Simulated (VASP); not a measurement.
Write the native input for VASP 6.6.1 that does the following.

```yaml
Task: relaxation of cell and atoms
Functional: PBE
Potentials_or_basis: VASP PAW PBE potentials, release 64 (B, P)
Cutoff: 600 eV
k_mesh: 8 × 8 × 8
Occupations: gaussian, width 0.1 eV
Spin: no spin polarisation
Dipole_correction: no
Further_INCAR_settings: ALGO = Normal; EDIFF = 1e-06; IBRION = 2; EDIFFG = -0.05; NSW = 80; ISIF = 3
```

The structure of BP lies in POSCAR:

```
BP
1.0
    0.0000000000      2.1943061191      2.1943061191
    2.1943061191      0.0000000000      2.1943061191
    2.1943061191      2.1943061191      0.0000000000
B P
1 1
Direct
    0.0000000000      0.0000000000      0.0000000000
    0.7500000000      0.7500000000      0.7500000000
```

The input as run:

INCAR

```
PREC = Accurate
ENCUT = 600
EDIFF = 1E-6
ISMEAR = 0
SIGMA = 0.1
LREAL = False
LASPH = True
NELM = 100
ALGO = Normal
ISIF = 3
LWAVE = False
LCHARG = False
GGA = PE
IBRION = 2
NSW = 80
EDIFFG = -0.05
```

KPOINTS

```
Automatic mesh
0
Gamma
  8 8 8
```

Potentials or basis: VASP PAW PBE potentials, release 64 (B, P).

The run is started by

```sh
$ cat potpaw_PBE.64/B/POTCAR potpaw_PBE.64/P/POTCAR > POTCAR
$ mpirun -np 1 vasp_std > vasp.out
```

Results of the run:

| Item | Value |
| --- | --- |
| Relaxed volume | 11.76 Å³/atom |
| Relaxed cell | a = 3.216 Å, b = 3.216 Å, c = 3.216 Å, α = 60.00°, β = 60.00°, γ = 60.00° |
| Space group after relaxing (to 0.05 Å) | F-43m (No. 216) |
| Energy gained by relaxing | 71.0 meV/atom |
| Ionic steps | 3 |
| Pressure after relaxing | -0.1 GPa |
| Band gap on the k mesh | 1.28 eV, indirect (least direct gap 3.39 eV) |

Run time: 19 s on 1 thread of Intel(R) Xeon(R) 6975P-C (Granite Rapids), on a shared host, peak memory 0.15 GiB.
